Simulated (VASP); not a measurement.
The system is K2SiB2.

```
K Si B
1.0
    -2.52168    3.29235    3.77814
     2.52168   -3.29235    3.77814
     2.52168    3.29235   -3.77814
K Si B
2 1 2
Direct
  0.26545 0.26545 0.00000
  0.73455 0.73455 0.00000
  0.50000 0.00000 0.50000
  0.15625 0.00000 0.15625
  0.84375 0.00000 0.84375
```

The cell was built from a structure type or drawn by symmetry, and may not be a known phase.

* Program: VASP 6.6.1
* Task: relaxation of cell and atoms
* Functional: PBE
* Potentials or basis: VASP PAW PBE potentials, release 64 (K_sv, Si, B)
* Cutoff: 600 eV
* k mesh: 4 × 4 × 4
* Occupations: gaussian, width 0.1 eV
* Spin: no spin polarisation

At the start: pressure 5.8 GPa; volume 25.09 Å³/atom.

**Question.** Where does the relaxation end?

**Answer.** Over 28 steps the energy falls by 1481.7 meV/atom and the volume is 29.17 Å³/atom (+16.2 %); space group Immm (No. 71, to 0.1 Å) before and after.

The path:
| step | energy change (eV) | largest force (eV/Å) | pressure (GPa) | volume (Å³) |
| --- | --- | --- | --- | --- |
| 1 | 0.0000 | 4.0304 | 5.75 | 125.47 |
| 2 | -5.7551 | 2.3484 | -3.26 | 138.91 |
| 3 | -6.4805 | 6.0125 | 0.34 | 143.67 |
| 4 | -6.5247 | 4.9860 | -0.85 | 142.81 |
| 5 | -5.3862 | 16.0439 | 6.87 | 144.76 |
| 6 | -6.9338 | 4.3028 | -0.50 | 143.41 |
| 7 | -7.2009 | 2.9844 | -0.19 | 143.75 |
| 8 | -7.3116 | 0.3432 | 1.00 | 144.20 |
| 9 | -7.3270 | 0.8694 | 0.54 | 144.07 |
| 10 | -7.3278 | 0.6696 | 0.62 | 144.10 |
| 11 | -7.3323 | 0.8513 | -1.19 | 146.23 |
| 12 | -7.3604 | 0.1769 | -0.37 | 145.20 |
| 13 | -7.3788 | 0.0138 | -0.26 | 144.36 |
| 14 | -7.3923 | 0.3112 | -0.03 | 142.89 |
| 15 | -7.3940 | 0.5537 | 0.70 | 142.17 |
| 16 | -7.3981 | 0.1428 | 0.36 | 142.50 |
| 17 | -7.4023 | 0.0792 | 0.37 | 143.38 |
| 18 | -7.4042 | 0.1812 | 0.38 | 144.58 |
| 19 | -7.4065 | 0.0860 | 0.18 | 145.55 |
| 20 | -7.4073 | 0.0603 | -0.03 | 146.60 |
| 21 | -7.4073 | 0.0606 | -0.02 | 146.56 |
| 22 | -7.4075 | 0.0579 | -0.03 | 146.51 |
| 23 | -7.4078 | 0.0541 | -0.07 | 146.38 |
| 24 | -7.4077 | 0.1494 | -0.16 | 146.11 |
| 25 | -7.4079 | 0.0890 | -0.10 | 146.28 |
| 26 | -7.4080 | 0.0797 | -0.10 | 146.24 |
| 27 | -7.4082 | 0.0516 | -0.08 | 146.10 |
| 28 | -7.4085 | 0.0280 | -0.05 | 145.84 |

Final structure:
```xyz
5
Lattice="-2.8511 2.6266 4.8686 2.8511 -2.6266 4.8686 2.8511 2.6266 -4.8686" Properties=species:S:1:pos:R:3 pbc="T T T"
K     2.8511    2.6266   -1.8749
K     2.8511    2.6266    1.8749
Si    0.0000    2.6266    0.0000
B     0.0000    0.7729    0.0000
B     0.0000    4.4803    0.0000
```

Caveat: the k points lie up to 0.34 Å⁻¹ apart in the final cell, too coarse for converged energies and pressures of a metal; the volume moved by over 15 % at a fixed basis, so the end points are rough.
